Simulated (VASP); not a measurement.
A run of VASP 6.6.1 is set up as follows.

Contents of INCAR:

```
SYSTEM = O
PREC = Accurate ; ENCUT = 520
EDIFF = 1E-6 ; ISMEAR = -1
SIGMA = 0.02 ; LREAL = Auto
LASPH = .True. ; NELM = 150
ALGO = Normal ; ISIF = 2
LWAVE = .False. ; LCHARG = .False.
ISPIN = 2 ; MAGMOM = 1 1 1 1 1 1 1 1 1 1 1 1 1 1 1 1 1 1 1 1 1 1 1 1
LORBIT = 11 ; GGA = PE
IVDW = 12 ; NBANDS = 94
```

KPOINTS

```
regular mesh
0
Gamma
  1 1 1
  0 0 0
```

Contents of POSCAR:

```
O
1.0
    7.6699000000      0.0000000000      0.0000000000
    0.0000000000      7.6699000000      0.0000000000
    0.0000000000      0.0000000000      7.6699000000
O
24
Direct
    0.9209376915      0.3343459498      0.2358961655
    0.8862697036      0.2327148985      0.3495743100
    0.4702799254      0.7126820428      0.8362690517
    0.4043468624      0.7766594089      0.7060587491
    0.6504387280      0.0456720427      0.6659669618
    0.5438271685      0.0949947196      0.5645705941
    0.6538937926      0.6427072061      0.2508637662
    0.5370213432      0.7505052217      0.2130536252
    0.1001968735      0.4700973937      0.9049792044
    0.1531832227      0.4583892880      0.7544166156
   -0.0403916609      0.8051343564      0.4389366224
    0.1023351022      0.7375193940      0.4259899086
    0.7412482562      0.4453121944      0.7099179911
    0.7542210459      0.5932280734      0.6544805017
    0.2209155269      0.0919177564      0.1238216926
    0.2345402156     -0.0534296405      0.0610047067
    0.3675927978      0.4268764912      0.4615705550
    0.2859620073      0.4338518103      0.3300043025
    0.5800206000      0.2090900794      0.1419314463
    0.5520802097      0.1859607035     -0.0135203849
    0.8414712056      0.9208073117      0.0585274906
    0.9274306054      0.8102843583     -0.0181749436
    0.1909412117      0.1257252376      0.7083273576
    0.1401452431      0.1518794248      0.5591728706
```

Potentials or basis: VASP PAW PBE potentials, release 64 (O).

Launch:

```console
$ cat potpaw_PBE.64/O/POTCAR > POTCAR
$ mpirun -np 1 vasp_gam > vasp.out
```

(1) Predict the dispersion energy per atom.

(2) Estimate the pressure.

(3) What does it give for the band gap on the k mesh?

(4) Estimate the largest force.

## Answers

(1) -0.041 eV.

(2) 3.0 GPa.

(3) 1.39 eV.

(4) 3.704 eV/Å.

Caveat: the k points lie up to 0.82 Å⁻¹ apart; the standard files for N, O and F lose accuracy on very short bonds.
